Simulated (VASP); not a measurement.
Wanted: the native input for a VASP 6.6.1 run.

* Task: single point
* Functional: PBE-based screened hybrid with 25 % exact exchange
* Potentials or basis: VASP PAW PBE potentials, release 64 (Hf_pv, Pd, Se, Br, O)
* Cutoff: 520 eV
* k mesh: 3 × 3 × 2
* Occupations: fermi-dirac, width 0.05 eV
* Spin: no spin polarisation
* Dipole correction: no
* Grid for exact exchange (PRECFOCK): Fast
* Share of exact exchange: 0.25
* Further INCAR settings: ALGO = Normal; EDIFF = 1e-06; NBANDS = 53
* Screening parameter: 0.3 1/Å

The system is Hf2Pd2Se2Br2O3.

```
Hf Pd Se Br O
1.0
     5.75899    0.00000    0.00000
    -2.87949    4.98743    0.00000
     0.00000    0.00000    8.52547
Hf Pd Se Br O
2 2 2 2 3
Direct
  0.33333 0.66667 0.54201
  0.66667 0.33333 0.54201
  0.33333 0.66667 0.12880
  0.66667 0.33333 0.12880
  0.33333 0.66667 0.85572
  0.66667 0.33333 0.85572
  0.00000 0.00000 0.13895
  0.00000 0.00000 0.65384
  0.50000 0.00000 0.42963
  0.00000 0.50000 0.42963
  0.50000 0.50000 0.42963
```

These files were run (other wordings do the same):

POSCAR

```
Hf2Pd2Se2Br2O3
1.0
    5.7589900000      0.0000000000      0.0000000000
   -2.8794900000      4.9874300000      0.0000000000
    0.0000000000      0.0000000000      8.5254700000
Hf Pd Se Br O
2 2 2 2 3
Direct
    0.3333300000      0.6666700000      0.5420100000
    0.6666700000      0.3333300000      0.5420100000
    0.3333300000      0.6666700000      0.1288000000
    0.6666700000      0.3333300000      0.1288000000
    0.3333300000      0.6666700000      0.8557200000
    0.6666700000      0.3333300000      0.8557200000
    0.0000000000      0.0000000000      0.1389500000
    0.0000000000      0.0000000000      0.6538400000
    0.5000000000      0.0000000000      0.4296300000
    0.0000000000      0.5000000000      0.4296300000
    0.5000000000      0.5000000000      0.4296300000
```

INCAR.step1

```
  PREC = Accurate
  ENCUT = 520
  EDIFF = 1E-5
  ISMEAR = -1
  SIGMA = 0.05
  LREAL = False
  LASPH = True
  NELM = 60
  ALGO = Normal
  ISIF = 2
  LWAVE = True
  NBANDS = 53
  GGA = PE
  LUSENCCL = False
```

INCAR.step2

```
  PREC = Accurate
  ENCUT = 520
  EDIFF = 1E-6
  ISMEAR = -1
  SIGMA = 0.05
  LREAL = False
  LASPH = True
  NELM = 60
  ALGO = Normal
  ISIF = 2
  LWAVE = False
  LCHARG = True
  GGA = PE
  LHFCALC = True
  AEXX = 0.25
  HFSCREEN = 0.3
  PRECFOCK = Fast
  LELF = True
  LVHAR = True
  NBANDS = 53
  ISTART = 1
  LUSENCCL = False
```

KPOINTS

```
regular mesh
0
Gamma
  3 3 2
```

Potentials or basis: VASP PAW PBE potentials, release 64 (Hf_pv, Pd, Se, Br, O).

Command:

```console
$ cat potpaw_PBE.64/Hf_pv/POTCAR potpaw_PBE.64/Pd/POTCAR potpaw_PBE.64/Se/POTCAR potpaw_PBE.64/Br/POTCAR potpaw_PBE.64/O/POTCAR > POTCAR
$ cp INCAR.step1 INCAR
$ mpirun -np 1 vasp_std > vasp.out
$ cp INCAR.step2 INCAR
$ mpirun -np 1 vasp_std > vasp.out
```

It gave:

* Pressure: -2.7 GPa
* Largest force: 0.894 eV/Å
* Band gap on the k mesh: zero (bands 42 and 43 overlap by 0.17 eV)

Caveat: the k points lie up to 0.42 Å⁻¹ apart; the PAW data sets were made with another functional, which shifts forces and pressure a little; spin-orbit coupling is left out, which moves the levels of the heavy elements.

It took 16 min on 1 × NVIDIA H100 80GB with 1 thread of AMD EPYC 7R13 Processor (Zen 3) (shared host), peak memory 1.4 GiB.
